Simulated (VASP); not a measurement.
Input of a VASP 6.6.1 run:

INCAR

```
SYSTEM = In
PREC = Accurate ; ENCUT = 600
EDIFF = 1E-6 ; ISMEAR = -1
SIGMA = 0.05 ; LREAL = .FALSE.
LASPH = .TRUE. ; NELM = 60
ALGO = Fast ; ISIF = 3
LWAVE = .FALSE. ; LCHARG = .FALSE.
GGA = PS ; IBRION = 2
NSW = 60 ; EDIFFG = -0.01
PSTRESS = 200.0
```

KPOINTS

```
regular mesh
0
G
  11 11 11
  0 0 0
```

File POSCAR:

```
In
1.0
   -1.6254700000      1.6254700000      2.4737000000
    1.6254700000     -1.6254700000      2.4737000000
    1.6254700000      1.6254700000     -2.4737000000
In
1
Direct
    0.0000000000      0.0000000000      0.0000000000
```

Potentials or basis: VASP PAW PBE potentials, release 64 (In_d).

The run is started by

```bash
$ cat potpaw_PBE.64/In_d/POTCAR > POTCAR
$ mpirun -np 1 vasp_std > vasp.out
```

Q: Predict the relaxed cell.

A: a = 3.075 Å, b = 3.075 Å, c = 3.075 Å, α = 121.50°, β = 121.50°, γ = 87.42°.

Q: Predict the space group after relaxing (to 0.05 Å).

A: I4/mmm (No. 139).

Q: What does it give for the relaxed volume?

A: 20.08 Å³/atom.

Step by step:
```
step  energy change (eV)  largest force (eV/Å)  pressure (GPa)  volume (Å³)
   1              0.0000                0.0000           -0.90        26.14
   2              1.6515                0.0000           86.72        15.25
   3              0.2330                0.0000           18.05        20.38
   4              0.2576                0.0000           19.30        20.17
   5              0.2717                0.0000           20.24        20.05
   6              0.2618                0.0000           19.54        20.13
   7              0.2684                0.0000           19.92        20.08
   8              0.2687                0.0000           19.97        20.07
   9              0.2686                0.0000           19.96        20.08
  10              0.2685                0.0000           19.95        20.08
  11              0.2676                0.0000           19.81        20.08
  12              0.2646                0.0000           19.84        20.10
  13              0.2588                0.0000           19.59        20.14
  14              0.2494                0.0000           19.14        20.22
  15              0.2522                0.0000           19.30        20.20
  16              0.2553                0.0000           19.44        20.17
  17              0.2544                0.0000           19.31        20.18
  18              0.2545                0.0000           19.42        20.18
  19              0.2547                0.0000           19.45        20.17
  20              0.2551                0.0000           19.44        20.17
  21              0.2556                0.0000           19.52        20.17
  22              0.2571                0.0000           19.54        20.15
  23              0.2602                0.0000           19.75        20.13
  24              0.2663                0.0000           20.03        20.08
```

Caveat: the cell is relaxed towards a set pressure, so the enthalpy falls and the energy may rise; the volume moved by over 15 % at a fixed basis, so the end points are rough; the PAW data sets were made with another functional, which shifts forces and pressure a little.
